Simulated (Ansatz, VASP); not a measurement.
Te in VASP and in Ansatz

```
CELL_PARAMETERS angstrom
4.52381 0.00000 0.00000
-2.26191 3.91773 0.00000
0.00000 0.00000 5.95037
ATOMIC_POSITIONS crystal
Te 0.26801 0.00000 0.33333
Te 0.00000 0.26801 0.66667
Te 0.73199 0.73199 0.00000
```

Alike in both runs: functional PBE; k mesh 9 × 9 × 6; occupations gaussian, width 0.02 eV; no spin polarisation.

Ansatz relaxed the structure, and its values are those at the end. VASP's run is a single point on that final structure, the one shown.

```csv
,VASP,Ansatz
version,VASP 6.6.1,Ansatz 0.2.0
potentials or method,"VASP PAW PBE potentials, release 64 (Te), cutoff 520 eV","scalar-relativistic, plane waves, PAW"
valence electrons in the cell,18,48
```

|  | VASP | Ansatz | Ansatz less VASP |
| --- | --- | --- | --- |
| gap on the k mesh at the Fermi level (eV) | 0.22 | 0.24 | +0.019 |
| least direct gap on the mesh (eV) | 0.22 | 0.24 | +0.019 |
| pressure (GPa) | 0.0 | 0.0 | 0.00 |
| rms of the force components (eV/Å) | 0.005 | 0.000 | -0.0050 |

VASP's potentials hold 18 valence electrons a cell and Ansatz's 48, so a difference there can come from the potentials and not from the codes.

Spin-orbit coupling is off throughout.
